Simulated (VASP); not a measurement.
A run of VASP 6.6.1:

File INCAR:

```
SYSTEM = Rh
PREC = Accurate ; ENCUT = 520
EDIFF = 1E-6 ; ISMEAR = -1
SIGMA = 0.1 ; LREAL = .False.
LASPH = .True. ; NELM = 100
ALGO = Normal ; ISIF = 2
LWAVE = .False. ; LCHARG = .False.
GGA = B5 ; ALDAX = 1.0
AGGAX = 1.0 ; AGGAC = 1.0
ALDAC = 0.0 ; NBANDS = 38
```

KPOINTS

```
regular mesh
0
Gamma
  15 15 4
  0 0 0
```

File POSCAR:

```
Rh
1.0
    2.8337697145      0.0000000000      0.0000000000
   -1.4168848572      2.4541165612      0.0000000000
    0.0000000000      0.0000000000      9.2411970512
Rh
4
Direct
    0.0000000000      1.0000000000      0.0000000000
    1.0000000000      1.0000000000      0.5000000000
    0.3333333333      0.6666666667      0.2500000000
    0.6666666667      0.3333333333      0.7500000000
```

Potentials or basis: VASP PAW PBE potentials, release 64 (Rh_pv).

The run is started by

```bash
$ cat potpaw_PBE.64/Rh_pv/POTCAR > POTCAR
$ mpirun -np 1 vasp_std > vasp.out
```

Hardware: 1 thread of Intel(R) Xeon(R) Platinum 8375C CPU @ 2.90GHz (Ice Lake), with other jobs on the host.

Task: How long does it take, and how much memory?

Result: Run time: 2.3 min on 1 thread of Intel(R) Xeon(R) Platinum 8375C CPU @ 2.90GHz (Ice Lake), on a shared host, peak memory 0.27 GiB. Counts: scf iterations 13, k points 81.
